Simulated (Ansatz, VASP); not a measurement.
# One calculation of MgTe, two programs

The input POSCAR:

```
MgTe
1.0
    4.6691883571      0.0000000000      0.0000000000
   -2.3345941786      4.0436357323      0.0000000000
    0.0000000000      0.0000000000      7.3343599320
Mg Te
2 2
Direct
    0.3333333333      0.6666666667     -0.0041461445
    0.6666666667      0.3333333333      0.4958538555
    0.3333333333      0.6666666667      0.3791461445
    0.6666666667      0.3333333333      0.8791461445
```

INCAR.step1

```
SYSTEM = MgTe
PREC = Accurate ; ENCUT = 520
EDIFF = 1E-5 ; ISMEAR = 0
SIGMA = 0.01 ; LREAL = .False.
LASPH = .True. ; NELM = 120
ALGO = Normal ; ISIF = 2
LWAVE = .True. ; LCHARG = .False.
GGA = PE ; NBANDS = 16
GGA_COMPAT = .False.
```

INCAR.step2

```
SYSTEM = MgTe
PREC = Accurate ; ENCUT = 520
EDIFF = 1E-6 ; ISMEAR = 0
SIGMA = 0.01 ; LREAL = .False.
LASPH = .True. ; NELM = 120
ALGO = Normal ; ISIF = 2
LWAVE = .False. ; LCHARG = .False.
GGA = PE ; LHFCALC = .True.
HFSCREEN = 0.2079 ; PRECFOCK = Normal
ISTART = 1 ; NBANDS = 16
GGA_COMPAT = .False.
```

The input KPOINTS:

```
Automatic mesh
0
Gamma
  6 6 2
  0 0 0
```

Input for Ansatz:

```yaml
crystal:
  lattice:
    - [4.6691883571, 0.0, 0.0]
    - [-2.3345941786, 4.0436357323, 0.0]
    - [0.0, 0.0, 7.334359932]
  atoms:
    - { symbol: Mg, position: [0.3333333333, 0.6666666667, -0.0041461445] }
    - { symbol: Mg, position: [0.6666666667, 0.3333333333, 0.4958538555] }
    - { symbol: Te, position: [0.3333333333, 0.6666666667, 0.3791461445] }
    - { symbol: Te, position: [0.6666666667, 0.3333333333, 0.8791461445] }
kpoints:
  mp_grid: { grid: [6, 6, 2] }
  band_path:
    path:
      - [0.0, 0.0, 0.0]
      - [0.5, 0.0, 0.0]
      - [0.3333333333, 0.3333333333, 0.0]
      - [0.0, 0.0, 0.5]
      - [0.5, 0.0, 0.5]
      - [0.3333333333, 0.3333333333, 0.5]
    npoints: 1
hamiltonian:
  xc: hse06
scf:
  occupations: { method: fixed }
  n_extra_bands: 5
output:
  forces: true
  stress: true
  eigenvalues: true
```

Change from the starting cell: epitaxial_xy strain +2.0%.

Alike in both runs: task single point; functional HSE06; k mesh 6 × 6 × 2; no spin polarisation.

|  | VASP | Ansatz |
| --- | --- | --- |
| version | VASP 6.6.1 | Ansatz 0.2.0 |
| potentials or method | VASP PAW PBE potentials, release 64 (Mg, Te) | plane waves, PAW |
| plane-wave cutoff (eV) | 520 | 420 |
| occupations | gaussian, width 0.01 eV | fixed |
| valence electrons in the cell | 16 | 52 |

|  | VASP | Ansatz | Ansatz less VASP |
| --- | --- | --- | --- |
| gap on the k mesh at the Fermi level (eV) | 2.96 | 3.07 | +0.109 |
| pressure (GPa) | -1.1 | -0.9 | +0.17 |
| traceless stress, the component that is largest in VASP (GPa) | 0.81 | 0.80 | 0.000 |

VASP's potentials hold 16 valence electrons a cell and Ansatz's 52, so a difference there can come from the potentials and not from the codes. Ansatz's warnings: stress exchange threshold loose, stress scf threshold loose.

The k mesh is coarse, so the values compare programs but aren't converged. Spin-orbit coupling is off throughout.
